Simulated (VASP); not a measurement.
# Si6Ge in VASP: density of states with PBEsol

Aim: the density of states of Si6Ge with PBEsol.

Everything below comes from runs of VASP 6.6.1. Logs are shortened: lines on timing, memory, paths and dates and some standing lists are left out, and cuts for length are marked.

### Step 1. The cell of the first run

The typed cell holds 7 atoms: a = 3.565 Å, b = 3.565 Å, c = 9.064 Å, α = 90.00°, β = 90.00°, γ = 88.56°.

### Step 2. Density of states, PBEsol

File POSCAR:

```
Si6Ge
1.0
    2.5518091208     -2.4885964086      0.0333511840
    2.5518091208      2.4885964086      0.0333511840
   -0.1188080811      0.0000000000      9.0629009084
Si Ge
6 1
Direct
    0.7495497453      0.2504502547      0.0000000000
    0.2504502547      0.7495497453      0.0000000000
    0.5000578389      1.0000457339      0.7400334888
   -0.0000457339      0.4999421611      0.2599665112
    0.4999421611     -0.0000457339      0.2599665112
    1.0000457339      0.5000578389      0.7400334888
    0.5000000000      0.5000000000      0.5000000000
```

File INCAR.step1:

```
SYSTEM = Si6Ge
PREC     = Accurate       ! precision mode
ENCUT    = 520            ! plane-wave cutoff, eV
EDIFF    = 1E-6           ! SCF threshold, eV
ISMEAR   = 0              ! smearing method
SIGMA    = 0.1            ! smearing width, eV
LREAL    = .FALSE.        ! projectors in reciprocal space
LASPH    = .TRUE.         ! aspherical terms in the spheres
NELM     = 100            ! most SCF steps
ALGO     = Normal         ! electronic algorithm
ISIF     = 2              ! what is computed and relaxed
LWAVE    = .FALSE.        ! write WAVECAR
LCHARG   = .TRUE.         ! write CHGCAR
GGA      = PS             ! functional
NBANDS   = 28             ! bands
```

File KPOINTS.step1:

```
regular mesh
0
G
  10 10 4
  0 0 0
```

File INCAR.step2:

```
SYSTEM = Si6Ge
PREC     = Accurate       ! precision mode
ENCUT    = 520            ! plane-wave cutoff, eV
EDIFF    = 1E-6           ! SCF threshold, eV
ISMEAR   = -5             ! smearing method
SIGMA    = 0.1            ! smearing width, eV
LREAL    = .FALSE.        ! projectors in reciprocal space
LASPH    = .TRUE.         ! aspherical terms in the spheres
NELM     = 100            ! most SCF steps
ALGO     = Normal         ! electronic algorithm
ISIF     = 2              ! what is computed and relaxed
LWAVE    = .FALSE.        ! write WAVECAR
LCHARG   = .FALSE.        ! write CHGCAR
GGA      = PS             ! functional
LORBIT   = 11             ! projections on sites
NEDOS    = 1001           ! points of the DOS
ICHARG   = 11             ! starting density
```

File KPOINTS.step2:

```
regular mesh
0
G
  15 15 6
  0 0 0
```

Potentials or basis: VASP PAW PBE potentials, release 64 (Si, Ge_d).

Started as:

```bash
cat potpaw_PBE.64/Si/POTCAR potpaw_PBE.64/Ge_d/POTCAR > POTCAR
cp INCAR.step1 INCAR
cp KPOINTS.step1 KPOINTS
mpirun -np 1 vasp_std > vasp.out
cp INCAR.step2 INCAR
cp KPOINTS.step2 KPOINTS
mpirun -np 1 vasp_std > vasp.out
```

OUTCAR:

```text
SYSTEM = Si6Ge
   PREC = Accurate
   ENCUT = 520
   EDIFF = 1E-6
   ISMEAR = -5
   LREAL = .FALSE.
   LASPH = .TRUE.
   NELM = 100
   ISIF = 2
   GGA = PS
   LORBIT = 11
   ICHARG = 11

 ion  position               nearest neighbor table
   1  0.750  0.250  0.000-   2 2.48   2 2.49   2 2.55   2 2.55   4 2.68   3 2.68   6 2.68   5 2.68

   2  0.250  0.750  0.000-   1 2.48   1 2.49   1 2.55   1 2.55   5 2.68   6 2.68   3 2.68   4 2.68

   3  0.500  0.000  0.740-   6 2.49   6 2.49   6 2.55   6 2.55   1 2.68   2 2.68   7 2.81   7 2.81
[... 5 lines left out ...]
   6  0.000  0.500  0.740-   3 2.49   3 2.49   3 2.55   3 2.55   2 2.68   1 2.68   7 2.81   7 2.81

   7  0.500  0.500  0.500-   3 2.81   4 2.81   5 2.81   6 2.81   6 2.81   3 2.81   5 2.81   4 2.81

  LATTYP: Found a base centered monoclinic cell.
 ALAT       =     5.1040541104
 B/A-ratio  =     0.9751449945
 C/A-ratio  =     1.7757804723
 COS(beta)  =    -0.0000396472

  Lattice vectors:

 A1 = (   2.5518091208,  -2.4885964086,   0.0333511840)
 A2 = (   2.5518091208,   2.4885964086,   0.0333511840)
 A3 = (  -0.1188080811,   0.0000000000,   9.0629009084)

Analysis of symmetry for initial positions (statically):
=====================================================================
 Subroutine PRICEL returns:
 Original cell was already a primitive cell.

 Routine SETGRP: Setting up the symmetry group for a
 base centered monoclinic supercell.

 Subroutine GETGRP returns: Found  4 space group operations
 (whereof  4 operations were pure point group operations)
 out of a pool of  4 trial point group operations.

The static configuration has the point symmetry C_2h.

Analysis of symmetry for dynamics (positions and initial velocities):
=====================================================================
 Subroutine PRICEL returns:
 Original cell was already a primitive cell.

 Routine SETGRP: Setting up the symmetry group for a
 base centered monoclinic supercell.

 Subroutine GETGRP returns: Found  4 space group operations
 (whereof  4 operations were pure point group operations)
 out of a pool of  4 trial point group operations.

The dynamic configuration has the point symmetry C_2h.

 Subroutine INISYM returns: Found  4 space group operations
 (whereof  4 operations are pure point group operations),
 and found     1 'primitive' translations

----------------------------------------------------------------------------------------

                                     Primitive cell
[... 113 lines left out ...]
   PSTRESS=    0.0 pullay stress
   NELECT =      38.0000    total number of electrons
   NUPDOWN=      -1.0000    fix difference up-down
   EMIN   =  10.00;   EMAX   =-10.00  energy-range for DOS
   EFERMI =   0.00;   METHOD = LEGACY
   ISMEAR =    -5;   SIGMA  =   0.10  broadening in eV -4-tet -1-fermi 0-gaus
   EFERMI_NEDOS =   21; number of points for ismear=-14 and -15
   IALGO  =     38    algorithm
   IMIX   =      4    mixing-type and parameters
     AMIX     =   0.40;   BMIX     =  1.00
     AMIX_MAG =   1.60;   BMIX_MAG =  1.00
  volume/ion in A,a.u.               =      16.45       110.99
  Fermi-wavevector in a.u.,A,eV,Ry     =   1.131387  2.138012 17.415961  1.280037
  Thomas-Fermi vector in A             =   2.268086
   LORBIT       =     11    0 simple, 1 ext, 2 COOP (PROOUT), +10 PAW based schemes
   GGA     = PS    functional components
   LHFCALC =     F    Hartree Fock is set to
   AEXX    =    0.0000 exact exchange contribution
   IVDW    =     0    specifies the selected vdW correction
   LEPSILON=     F    determine dielectric tensor
   LRPA    =     F    only Hartree local field effects (RPA)
 non-spin polarized calculation
 Fermi weights with tetrahedron method with Bloechl corrections
  energy-cutoff  :      520.00
  volume of cell :      115.13
 maximum number of plane-waves:      3130

 number of electron      37.9999997 magnetization

 Free energy of the ion-electron system (eV)
  ---------------------------------------------------
  ext. energy  EPLUGINS =         0.00000000
  ---------------------------------------------------
  free energy    TOTEN  =       -37.46305227 eV

  energy without entropy =      -37.46305227  energy(sigma->0) =      -37.46305227

 E-fermi :   8.2175     XC(G=0): -10.7966

 val. band max:        8.3915177493   @ k =  -0.4000  -0.0000   0.3333
 cond. band min:       8.0197370871   @ k =   0.4667   0.4667   0.0000
 fundamental gap:     -0.3717806621
 Fermi energy:         8.2175242267

 k-point     1 :       0.0000    0.0000    0.0000
  band No.  band energies     occupation
      1     -16.4050      2.00000
      2     -16.4039      2.00000
      3     -16.3992      2.00000
      4     -16.3936      2.00000
      5     -16.3745      2.00000
      6      -5.5047      2.00000
[... 613 lines left out ...]
     22      10.3603      0.00000
     23      10.4259      0.00000

 [... further k-points ...]
[... 5 lines left out ...]
  --------------------------------------------------------------------------------------
  -------------------------------------------------------------------------------------
  Total       -1.2631509     -2.0037026     -2.2604701      0.0000000      0.0000000      0.0025683
  in kB      -17.5788931    -27.8849293    -31.4582861      0.0000000      0.0000000      0.0357423
  external PRESSURE =     -25.6407028 kB  Pullay stress =       0.0000000 kB

 VOLUME and BASIS-vectors are now :
 -----------------------------------------------------------------------------
  energy-cutoff  :      520.00
  volume of cell :      115.13
      direct lattice vectors                 reciprocal lattice vectors
     2.551809121 -2.488596409  0.033351184     0.195905855 -0.200916468  0.002568184
     2.551809121  2.488596409  0.033351184     0.195905855  0.200916468  0.002568184
    -0.118808081  0.000000000  9.062900908    -0.001441854  0.000000000  0.110321045

 POSITION                                       TOTAL-FORCE (eV/Angst)
 -----------------------------------------------------------------------------------
      2.55181     -1.24206      0.03335        -0.000000      0.016778      0.000000
      2.55181      1.24206      0.03335         0.000000     -0.016778      0.000000
      1.18825     -1.24433      6.72353        -0.001718     -0.000046      0.024430
      3.79656     -1.24433      2.40607         0.001718     -0.000046     -0.024430
      3.79656      1.24433      2.40607         0.001718      0.000046     -0.024430
      1.18825      1.24433      6.72353        -0.001718      0.000046      0.024430
      2.49241      0.00000      4.56480         0.000000     -0.000000      0.000000
 -----------------------------------------------------------------------------------
    total drift:                                0.000000      0.000000      0.000000

  FREE ENERGIE OF THE ION-ELECTRON SYSTEM (eV)
  ---------------------------------------------------
  free  energy   TOTEN  =       -37.4630522650 eV

  energy  without entropy=      -37.4630522650  energy(sigma->0) =      -37.46305227

 total charge

# of ion       s       p       d       tot
------------------------------------------
    1        0.791   0.800   0.000   1.592
    2        0.791   0.800   0.000   1.592
    3        0.797   0.797   0.000   1.594
    4        0.797   0.797   0.000   1.594
    5        0.797   0.797   0.000   1.594
    6        0.797   0.797   0.000   1.594
    7        1.259   0.905  10.031  12.195
--------------------------------------------------
tot          6.030   5.695  10.031  21.757
```

Wall time 6.7 min (1 thread of Intel Xeon 6975P-C (Granite Rapids), shared host); peak memory 0.86 GiB.

What came out:

- Valence electrons inside the program's atomic spheres: Si 1.59; Ge 12.20

Caveat: the bands computed are all filled at some k points, so no gap is given; the PAW data sets were made with another functional, which shifts forces and pressure a little.
